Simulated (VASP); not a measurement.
# MnO2 (R-3m) in VASP: further runs

MnO2 is run at these levels: LDA; tasks: single point.

Program: VASP 6.6.1. These are calculated values, not measurements. Logs are shortened: lines on timing, memory, paths and dates and some standing lists are left out, and cuts for length are marked.

## 1. The cell of the first run

It takes space group R-3m (No. 166, trigonal). Conventional cell: a = 2.799 Å, b = 2.799 Å, c = 13.471 Å, α = 90.00°, β = 90.00°, γ = 120.00°. Mn (site symmetry -3m) has 6 O at 1.86 Å within 2.5 Å. O (site symmetry 3m) has 3 Mn at 1.86 Å and 3 O at 2.46 Å within 2.5 Å.

## 2. Single point, LDA, collinear spin, ferromagnetic start (volume scaled by 0.94)

INCAR

```
ALGO = Normal
EDIFF = 1E-6
ENCUT = 520
ISIF = 2
ISMEAR = -1
ISPIN = 2
LASPH = T
LCHARG = F
LMAXMIX = 4
LORBIT = 11
LREAL = F
LWAVE = F
MAGMOM = 4 0 0
NBANDS = 24
NELM = 150
PREC = Accurate
SIGMA = 0.05
```

KPOINTS

```
k-points
0
Gamma
  11 11 11
```

POSCAR

```
MnO2
1.0
    1.3992749259      0.8078717551      4.4903556470
   -1.3992749259      0.8078717551      4.4903556470
    0.0000000000     -1.6157435103      4.4903556470
Mn O
1 2
Direct
    0.0000000000      0.0000000000      0.0000000000
    0.7356355100      0.7356355100      0.7356355100
    0.2643644900      0.2643644900      0.2643644900
```

Potentials or basis: VASP PAW LDA potentials, release 64 (Mn_pv, O).

Launch:

```
$ cat potpaw_LDA.64/Mn_pv/POTCAR potpaw_LDA.64/O/POTCAR > POTCAR
$ mpirun -np 1 vasp_std > vasp.out
```

OUTCAR:

```text
EDIFF = 1E-6
   ENCUT = 520
   ISIF = 2
   ISMEAR = -1
   ISPIN = 2
   LASPH = T
   LORBIT = 11
   LREAL = F
   NELM = 150
   PREC = Accurate

 ion  position               nearest neighbor table
   1  0.000  0.000  0.000-   2 1.86   2 1.86   3 1.86   3 1.86   2 1.86   3 1.86
   2  0.736  0.736  0.736-   1 1.86   1 1.86   1 1.86
   3  0.264  0.264  0.264-   1 1.86   1 1.86   1 1.86

  LATTYP: Found a trigonal (rhomboedric) cell.
 ALAT       =     4.7722029428
 COS(alpha) =     0.8280515398

  Lattice vectors:

 A1 = (   1.3992749259,   0.8078717551,   4.4903556470)
 A2 = (  -1.3992749259,   0.8078717551,   4.4903556470)
 A3 = (   0.0000000000,  -1.6157435103,   4.4903556470)

Analysis of symmetry for initial positions (statically):
=====================================================================
 Subroutine PRICEL returns:
 Original cell was already a primitive cell.

 Routine SETGRP: Setting up the symmetry group for a
 trigonal (rhombohedral) supercell.

 Subroutine GETGRP returns: Found 12 space group operations
 (whereof 12 operations were pure point group operations)
 out of a pool of 12 trial point group operations.

The static configuration has the point symmetry D_3d.

Analysis of symmetry for dynamics (positions and initial velocities):
=====================================================================
 Subroutine PRICEL returns:
 Original cell was already a primitive cell.

 Routine SETGRP: Setting up the symmetry group for a
 trigonal (rhombohedral) supercell.

 Subroutine GETGRP returns: Found 12 space group operations
 (whereof 12 operations were pure point group operations)
 out of a pool of 12 trial point group operations.

The dynamic configuration has the point symmetry D_3d.

Analysis of structural, dynamic, and magnetic symmetry:
=====================================================================
 Subroutine PRICEL returns:
 Original cell was already a primitive cell.

 Routine SETGRP: Setting up the symmetry group for a
 trigonal (rhombohedral) supercell.

 Subroutine GETGRP returns: Found 12 space group operations
 (whereof 12 operations were pure point group operations)
 out of a pool of 12 trial point group operations.

The overall configuration has the point symmetry D_3d.

 Subroutine INISYM returns: Found 12 space group operations
 (whereof 12 operations are pure point group operations),
 and found     1 'primitive' translations

----------------------------------------------------------------------------------------

[... 113 lines left out ...]
     AMIX     =   0.40;   BMIX     =  1.00
     AMIX_MAG =   1.60;   BMIX_MAG =  1.00
  volume/ion in A,a.u.               =      10.15        68.51
  Fermi-wavevector in a.u.,A,eV,Ry     =   1.532836  2.896640 31.968059  2.349586
  Thomas-Fermi vector in A             =   2.639987
   LORBIT       =     11    0 simple, 1 ext, 2 COOP (PROOUT), +10 PAW based schemes
   GGA     = CA    functional components
   LHFCALC =     F    Hartree Fock is set to
   AEXX    =    0.0000 exact exchange contribution
   IVDW    =     0    specifies the selected vdW correction
   LEPSILON=     F    determine dielectric tensor
   LRPA    =     F    only Hartree local field effects (RPA)
 spin polarized calculation
  energy-cutoff  :      520.00
  volume of cell :       30.46
 maximum number of plane-waves:       833
   NGX = 17   NGY = 17   NGZ = 17

 number of electron      25.0000004 magnetization       2.9883639

 Free energy of the ion-electron system (eV)
  ---------------------------------------------------
  ext. energy  EPLUGINS =         0.00000000
  ---------------------------------------------------
  free energy    TOTEN  =       -26.13558639 eV

  energy without entropy =      -26.13392742  energy(sigma->0) =      -26.13475691

 E-fermi :   4.0837     XC(G=0): -11.7943

 val. band max:        4.0098899638   @ k =  -0.4545   0.4545   0.4545
 cond. band min:       4.1209900865   @ k =   0.0000   0.0000   0.0000
 fundamental gap:      0.1111001227
 Fermi energy:         4.0836682921

 spin component 1

 k-point     1 :       0.0000    0.0000    0.0000
  band No.  band energies     occupation
      1     -46.0486      1.00000
      2     -46.0486      1.00000
      3     -46.0103      1.00000
      4     -16.2393      1.00000
      5     -13.5354      1.00000
      6      -3.0830      1.00000
[... 637 lines left out ...]
     23      25.0658      0.00000
     24      27.8654      0.00000

 [... further k-points ...]

 spin component 2

 k-point     1 :       0.0000    0.0000    0.0000
  band No.  band energies     occupation
      1     -43.3271      1.00000
      2     -43.3271      1.00000
      3     -43.1810      1.00000
      4     -15.9869      1.00000
      5     -13.3148      1.00000
      6      -2.3361      1.00000
[... 637 lines left out ...]
     23      25.5309      0.00000
     24      28.2453      0.00000

 [... further k-points ...]
[... 5 lines left out ...]
  --------------------------------------------------------------------------------------
  -------------------------------------------------------------------------------------
  Total        1.2580530      1.2580530      0.7125720      0.0000000     -0.0000000      0.0000000
  in kB       66.1808067     66.1808067     37.4853759      0.0000000     -0.0000000      0.0000000
  external PRESSURE =      56.6156631 kB  Pullay stress =       0.0000000 kB

 VOLUME and BASIS-vectors are now :
 -----------------------------------------------------------------------------
  energy-cutoff  :      520.00
  volume of cell :       30.46
      direct lattice vectors                 reciprocal lattice vectors
     1.399274926  0.807871755  4.490355647     0.357327921  0.206303371  0.074233170
    -1.399274926  0.807871755  4.490355647    -0.357327921  0.206303371  0.074233170
     0.000000000 -1.615743510  4.490355647     0.000000000 -0.412606743  0.074233170

 POSITION                                       TOTAL-FORCE (eV/Angst)
 -----------------------------------------------------------------------------------
      0.00000      0.00000      0.00000        -0.000000     -0.000000     -0.000000
      0.00000     -0.00000      9.90980         0.000000     -0.000000      0.501878
      0.00000     -0.00000      3.56127         0.000000      0.000000     -0.501878
 -----------------------------------------------------------------------------------
    total drift:                                0.000000      0.000000      0.000000

  FREE ENERGIE OF THE ION-ELECTRON SYSTEM (eV)
  ---------------------------------------------------
  free  energy   TOTEN  =       -26.1355863912 eV

  energy  without entropy=      -26.1339274205  energy(sigma->0) =      -26.13475691

 total charge

# of ion       s       p       d       tot
------------------------------------------
    1        0.383   6.528   5.032  11.943
    2        1.571   3.428   0.000   4.999
    3        1.571   3.428   0.000   4.999
--------------------------------------------------
tot          3.526  13.384   5.032  21.942

 magnetization (x)

# of ion       s       p       d       tot
------------------------------------------
    1        0.030   0.038   2.656   2.724
    2        0.004   0.081   0.000   0.085
    3        0.004   0.081   0.000   0.085
--------------------------------------------------
tot          0.038   0.200   2.656   2.894
```

stdout:

```text
POSCAR found type information on POSCAR MnO
 POSCAR found :  2 types and       3 ions
 scaLAPACK will be used
 LDA part: xc-table for (Slater(with rela. corr.)+CA(PZ))
 , standard interpolation
 POSCAR, INCAR and KPOINTS ok, starting setup
 FFT: planning ... GRIDC
 FFT: planning ... GRID_SOFT
 FFT: planning ... GRID
 WAVECAR not read
 entering main loop
```

Wall time 2.5 min (1 thread of Intel Xeon 6975P-C (Granite Rapids), shared host); peak memory 0.28 GiB.

What came out:

```yaml
Free_energy: -26.1356 eV
Pressure: 5.7 GPa
Largest_force: 0.502 eV/Å
Band_gap_on_the_k_mesh: 0.11 eV, indirect (least direct gap 0.15 eV)
Net_moment: 2.99 μB per cell
Site_moments: Mn +2.72; O +0.09 μB
Valence_electrons_inside_the_program's_atomic_spheres: Mn 11.94; O 5.00
```

Forces on the atoms (eV/Å):
```
Mn   0.000  0.000  0.000
O    0.000  0.000  0.502
O    0.000  0.000 -0.502
```

Caveat: a cell with one magnetic atom can't hold antiferromagnetic order, which such compounds often take. A k mesh can miss the band edges.

## 3. Single point, LDA, collinear spin, ferromagnetic start (volume scaled by 0.96)

INCAR

```
PREC = Accurate ; ENCUT = 520
EDIFF = 1E-7 ; ISMEAR = -1
SIGMA = 0.05 ; LREAL = F
LASPH = T ; NELM = 150
ALGO = Normal ; ISIF = 2
LWAVE = F ; LCHARG = F
ISPIN = 2 ; MAGMOM = 4 0 0
LORBIT = 11 ; LMAXMIX = 4
GGA = CA ; NBANDS = 24
```

KPOINTS

```
Automatic mesh
0
Gamma
  11 11 11
```

POSCAR

```
MnO2
1.0
    1.4091292993      0.8135611802      4.5219789117
   -1.4091292993      0.8135611802      4.5219789117
    0.0000000000     -1.6271223606      4.5219789117
Mn O
1 2
Direct
    0.0000000000      0.0000000000      0.0000000000
    0.7356355100      0.7356355100      0.7356355100
    0.2643644900      0.2643644900      0.2643644900
```

Potentials or basis: VASP PAW LDA potentials, release 64 (Mn_pv, O).

Launch:

```
$ cat potpaw_LDA.64/Mn_pv/POTCAR potpaw_LDA.64/O/POTCAR > POTCAR
$ mpirun -np 1 vasp_std > vasp.out
```

It took 2.8 min on 1 thread of Intel Xeon 6975P-C (Granite Rapids), shared host; peak memory 0.29 GiB.

Results (log left out):

- Free energy: -26.1501 eV
- Pressure: 0.8 GPa
- Largest force: 0.157 eV/Å
- Band gap on the k mesh: 0.19 eV, indirect (least direct gap 0.23 eV)
- Net moment: 2.99 μB per cell
- Site moments: Mn +2.75; O +0.08 μB
- Valence electrons inside the program's atomic spheres: Mn 11.89; O 4.99

Forces in eV/Å, atoms in the order of the input:
```
Mn   0.000  0.000  0.000
O    0.000  0.000  0.157
O    0.000  0.000 -0.157
```

Stress tensor (GPa, compression positive):
```
1.06 0.00 0.00
0.00 1.06 0.00
0.00 0.00 0.42
```

Levels at points of the mesh, in eV from the valence-band top:
Spin up:
| k point | band 11 | band 12 | band 13 | band 14 | band 15 | band 16 | band 17 | band 18 |
| --- | --- | --- | --- | --- | --- | --- | --- | --- |
| (0.00, 0.00, 0.00) | -1.80 | -1.80 | -1.56 | -0.30 | 2.79 | 2.79 | 7.02 | 10.14 |
Spin down:
```
           k point  band 7  band 8  band 9  band 10  band 11  band 12  band 13  band 14  band 15  band 16
(0.00, 0.00, 0.00)   -5.60   -5.60   -1.62    -1.62    -1.32     0.19     0.19     2.02     4.15     4.15
```

Caveat: a cell with one magnetic atom can't hold antiferromagnetic order, which such compounds often take. A k mesh can miss the band edges.

## 4. Single point, LDA, collinear spin, ferromagnetic start (volume scaled by 0.98)

INCAR

```
SYSTEM = MnO2
PREC = Accurate
ENCUT = 520
EDIFF = 1E-6
ISMEAR = -1
SIGMA = 0.05
LREAL = .False.
LASPH = .True.
NELM = 150
ALGO = Normal
ISIF = 2
LWAVE = .False.
LCHARG = .False.
ISPIN = 2
MAGMOM = 4 0 0
LORBIT = 11
LMAXMIX = 4
GGA = CA
NBANDS = 24
```

KPOINTS

```
Automatic mesh
0
Gamma
  11 11 11
  0 0 0
```

POSCAR

```
MnO2
1.0
    1.4188477395      0.8191721243      4.5531659587
   -1.4188477395      0.8191721243      4.5531659587
    0.0000000000     -1.6383442487      4.5531659587
Mn O
1 2
Direct
    0.0000000000      0.0000000000      0.0000000000
    0.7356355100      0.7356355100      0.7356355100
    0.2643644900      0.2643644900      0.2643644900
```

Launch:

```
$ cat potpaw_LDA.64/Mn_pv/POTCAR potpaw_LDA.64/O/POTCAR > POTCAR
$ mpirun -np 1 vasp_std > vasp.out
```

Run time: 2.3 min. Hardware: 1 thread of Intel Xeon 6975P-C (Granite Rapids), shared host; peak memory 0.29 GiB.

It converged, with:

```yaml
Free_energy: -26.1452 eV
Pressure: -3.9 GPa
Largest_force: 0.162 eV/Å
Band_gap_on_the_k_mesh: 0.27 eV, indirect (least direct gap 0.32 eV)
Net_moment: 3.00 μB per cell
Site_moments: Mn +2.77; O +0.07 μB
Valence_electrons_inside_the_program's_atomic_spheres: Mn 11.83; O 4.97
```

Forces on the atoms (eV/Å):
```
Mn   0.000  0.000  0.000
O    0.000  0.000 -0.162
O    0.000  0.000  0.162
```

Stress tensor (GPa, compression positive):
```
-4.35  0.00  0.00
 0.00 -4.35  0.00
 0.00  0.00 -3.08
```

Levels at points of the mesh, in eV from the valence-band top:
Spin up:
| k point | band 10 | band 11 | band 12 | band 13 | band 14 | band 15 | band 16 | band 17 | band 18 | band 19 |
| --- | --- | --- | --- | --- | --- | --- | --- | --- | --- | --- |
| (0.00, 0.00, 0.00) | -2.39 | -1.71 | -1.71 | -1.46 | -0.29 | 2.74 | 2.74 | 6.92 | 10.08 | 14.62 |
Spin down:
```
           k point  band 8  band 9  band 10  band 11  band 12  band 13  band 14  band 15
(0.00, 0.00, 0.00)   -5.42   -1.55    -1.55    -1.24     0.27     0.27     2.04     4.10
```

Caveat: a cell with one magnetic atom can't hold antiferromagnetic order, which such compounds often take.

## 5. The runs side by side

| cell | gap on the mesh (eV) | pressure (GPa) | moment (μB) | largest force (eV/Å) |
| --- | --- | --- | --- | --- |
| a = 4.772 Å, angles 34.1°, 3 atoms | 0.11 | 5.7 | 2.99 | 0.50 |
| a = 4.806 Å, angles 34.1°, 3 atoms | 0.19 | 0.8 | 2.99 | 0.16 |
| a = 4.839 Å, angles 34.1°, 3 atoms | 0.27 | -3.9 | 3.00 | 0.16 |

Alike in all rows: task single point; level LDA; potentials or basis VASP PAW LDA potentials, release 64 (Mn_pv, O); spin collinear, ferromagnetic start; k mesh 11 × 11 × 11; cutoff (eV) 520; smearing fermi-dirac 0.05 eV.

Caveats: a cell with one magnetic atom can't hold antiferromagnetic order, which such compounds often take.

Total energies depend on the potentials used, so only differences within one code and one set of settings carry meaning.
